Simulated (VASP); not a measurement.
# Cd (P6_3/mmc) in VASP: further runs, part 2 of 2

VASP 6.6.1. Earlier steps stand in the parts before.

## 3. Relaxation of cell and atoms, PBE

This run uses another cell than the first one, of 21.61 Å³/atom.

INCAR

```
SYSTEM = Cd
PREC = Accurate
ENCUT = 600
EDIFF = 1E-6
ISMEAR = 0
SIGMA = 0.1
LREAL = .False.
LASPH = .True.
NELM = 80
ALGO = Fast
ISIF = 3
LWAVE = .False.
LCHARG = .False.
GGA = PE
IBRION = 2
NSW = 90
EDIFFG = -0.02
```

KPOINTS

```
Automatic mesh
0
Gamma
  12 12 4
  0 0 0
```

POSCAR

```
Cd
1.0
    3.0930676374      0.0000000000      0.0000000000
   -1.5465338187      2.6786751496      0.0000000000
    0.0000000000      0.0000000000     10.4307369600
Cd
4
Direct
    0.0000000000      0.0000000000      0.0000000000
    0.3333333300      0.6666666700      0.2500000000
    0.0000000000      0.0000000000      0.5000000000
    0.6666666700      0.3333333300      0.7500000000
```

Potentials or basis: VASP PAW PBE potentials, release 64 (Cd).

Started as:

```bash
$ cat potpaw_PBE.64/Cd/POTCAR > POTCAR
$ mpirun -np 1 vasp_std > vasp.out
```

OUTCAR:

```text
SYSTEM = Cd
   PREC = Accurate
   ENCUT = 600
   EDIFF = 1E-6
   ISMEAR = 0
   LREAL = .False.
   LASPH = .True.
   NELM = 80
   ISIF = 3
   GGA = PE
   IBRION = 2
   NSW = 90
   EDIFFG = -0.02

 ion  position               nearest neighbor table
   1  0.000  0.000  0.000-   2 3.16   4 3.16   2 3.16   4 3.16   4 3.16   2 3.16
   2  0.333  0.667  0.250-   1 3.16   3 3.16   1 3.16   3 3.16   1 3.16   3 3.16
   3  0.000  0.000  0.500-   2 3.16   4 3.16   2 3.16   4 3.16   4 3.16   2 3.16
   4  0.667  0.333  0.750-   1 3.16   3 3.16   1 3.16   3 3.16   1 3.16   3 3.16

  LATTYP: Found a hexagonal cell.
 ALAT       =     3.0930676374
 C/A-ratio  =     3.3722951396

  Lattice vectors:

 A1 = (   3.0930676374,   0.0000000000,   0.0000000000)
 A2 = (  -1.5465338187,   2.6786751496,   0.0000000000)
 A3 = (   0.0000000000,   0.0000000000,  10.4307369600)

Analysis of symmetry for initial positions (statically):
=====================================================================
 Subroutine PRICEL returns:
 Original cell was already a primitive cell.

 Routine SETGRP: Setting up the symmetry group for a
 hexagonal supercell.

 Subroutine GETGRP returns: Found 24 space group operations
 (whereof 12 operations were pure point group operations)
 out of a pool of 24 trial point group operations.

The static configuration has the point symmetry D_3d.
 The point group associated with its full space group is D_6h.

Analysis of symmetry for dynamics (positions and initial velocities):
=====================================================================
 Subroutine PRICEL returns:
 Original cell was already a primitive cell.

 Routine SETGRP: Setting up the symmetry group for a
 hexagonal supercell.

 Subroutine GETGRP returns: Found 24 space group operations
 (whereof 12 operations were pure point group operations)
 out of a pool of 24 trial point group operations.

The dynamic configuration has the point symmetry D_3d.
 The point group associated with its full space group is D_6h.
[... 132 lines left out ...]
   LEPSILON=     F    determine dielectric tensor
   LRPA    =     F    only Hartree local field effects (RPA)
 conjugate gradient relaxation of ions
 non-spin polarized calculation
 RMM-DIIS sequential band-by-band and
 Gauss-broadening in eV      SIGMA  =   0.10
  energy-cutoff  :      600.00
  volume of cell :       86.42
 maximum number of plane-waves:      2910
 NGX is ok and might be reduce to    28
   NGX = 13   NGY = 13   NGZ = 41

--------------------------------------- Ionic step        1  -------------------------------------------

 number of electron      48.0000016 magnetization

 Free energy of the ion-electron system (eV)
  ---------------------------------------------------
  ext. energy  EPLUGINS =         0.00000000
  ---------------------------------------------------
  free energy    TOTEN  =        -2.88256900 eV

  energy without entropy =       -2.87408990  energy(sigma->0) =       -2.87832945

------------------------ aborting loop because EDIFF is reached ----------------------------------------

  FORCE on cell =-STRESS in cart. coord.  units (eV):
  Direction    XX          YY          ZZ          XY          YZ          ZX
  --------------------------------------------------------------------------------------
  -------------------------------------------------------------------------------------
  Total        1.4333721      1.4333721      1.6161765      0.0000000     -0.0000000      0.0000000
  in kB       26.5732743     26.5732743     29.9622830      0.0000000     -0.0000000      0.0000000
  external PRESSURE =      27.7029439 kB  Pullay stress =       0.0000000 kB
[... 215 lines left out ...]
--------------------------------------- Ionic step        7  -------------------------------------------

 number of electron      48.0000017 magnetization

 Free energy of the ion-electron system (eV)
  ---------------------------------------------------
  ext. energy  EPLUGINS =         0.00000000
  ---------------------------------------------------
  free energy    TOTEN  =        -2.93779663 eV

  energy without entropy =       -2.92730205  energy(sigma->0) =       -2.93254934

 E-fermi :   2.5686     XC(G=0): -10.7060

 val. band max:        2.5079578986   @ k =   0.5000   0.0000   0.2500
 cond. band min:       2.5828217191   @ k =   0.3333   0.3333   0.5000
 fundamental gap:      0.0748638206
 Fermi energy:         2.5686250842

 k-point     1 :       0.0000    0.0000    0.0000
  band No.  band energies     occupation
      1      -7.0165      2.00000
      2      -6.8720      2.00000
      3      -6.8548      2.00000
      4      -6.7187      2.00000
      5      -6.5441      2.00000
      6      -6.5441      2.00000
[... 733 lines left out ...]
     27       5.7979      0.00000
     28       6.9946      0.00000

 [... further k-points ...]

------------------------ aborting loop because EDIFF is reached ----------------------------------------

  FORCE on cell =-STRESS in cart. coord.  units (eV):
  Direction    XX          YY          ZZ          XY          YZ          ZX
  --------------------------------------------------------------------------------------
  -------------------------------------------------------------------------------------
  Total       -0.0761236     -0.0761236      0.0663259      0.0000000     -0.0000000      0.0000000
  in kB       -1.3251836     -1.3251836      1.1546213      0.0000000     -0.0000000      0.0000000
  external PRESSURE =      -0.4985820 kB  Pullay stress =       0.0000000 kB
[... 19 lines left out ...]
  FREE ENERGIE OF THE ION-ELECTRON SYSTEM (eV)
  ---------------------------------------------------
  free  energy   TOTEN  =        -2.9377966287 eV

  energy  without entropy=       -2.9273020485  energy(sigma->0) =       -2.93254934

 reached required accuracy - stopping structural energy minimisation
```

CONTCAR:

```text
Cd
   1.00000000000000
     3.1024308996448036   -0.0000000000000000    0.0000000000000000
    -1.5512154498224018    2.6867839725662104   -0.0000000000000000
    -0.0000000000000000   -0.0000000000000000   11.0412697583243897
  Cd
     4
Direct
     0.0000000000000000    0.0000000000000000    0.0000000000000000
     0.3333333300000021    0.6666666699999979    0.2500000000000000
     0.0000000000000000    0.0000000000000000    0.5000000000000000
     0.6666666699999979    0.3333333300000021    0.7500000000000000

  0.00000000E+00  0.00000000E+00  0.00000000E+00
  0.00000000E+00  0.00000000E+00  0.00000000E+00
  0.00000000E+00  0.00000000E+00  0.00000000E+00
  0.00000000E+00  0.00000000E+00  0.00000000E+00
```

It took 5 min on 1 thread of Intel Xeon 6975P-C (Granite Rapids), shared host; peak memory 0.33 GiB.

What came out:

```
Free energy                           : -2.9378 eV
Relaxed volume                        : 23.01 Å³/atom
Relaxed cell                          : a = 3.102 Å, b = 3.102 Å, c = 11.041 Å, α = 90.00°, β = 90.00°, γ = 120.00°
Space group after relaxing (to 0.1 Å) : P6_3/mmc (No. 194)
Energy gained by relaxing             : 13.8 meV/atom
Ionic steps                           : 7
Pressure after relaxing               : 0.0 GPa
Band gap on the k mesh                : zero (bands 24 and 25 overlap by 3.64 eV)
```

The path:
| step | energy change (eV) | largest force (eV/Å) | pressure (GPa) | volume (Å³) |
| --- | --- | --- | --- | --- |
| 1 | 0.0000 | 0.0000 | 2.77 | 86.42 |
| 2 | -0.0422 | 0.0000 | 0.21 | 91.18 |
| 3 | -0.0425 | 0.0000 | -0.06 | 91.72 |
| 4 | -0.0425 | 0.0000 | -0.01 | 91.61 |
| 5 | -0.0442 | 0.0000 | 0.00 | 91.66 |
| 6 | -0.0502 | 0.0000 | -0.08 | 91.80 |
| 7 | -0.0552 | 0.0000 | -0.05 | 92.04 |

Final structure:
```
CELL_PARAMETERS angstrom
3.10243 0.00000 0.00000
-1.55122 2.68678 0.00000
0.00000 0.00000 11.04127
ATOMIC_POSITIONS crystal
Cd 0.00000 0.00000 0.00000
Cd 0.33333 0.66667 0.25000
Cd 0.00000 0.00000 0.50000
Cd 0.66667 0.33333 0.75000
```
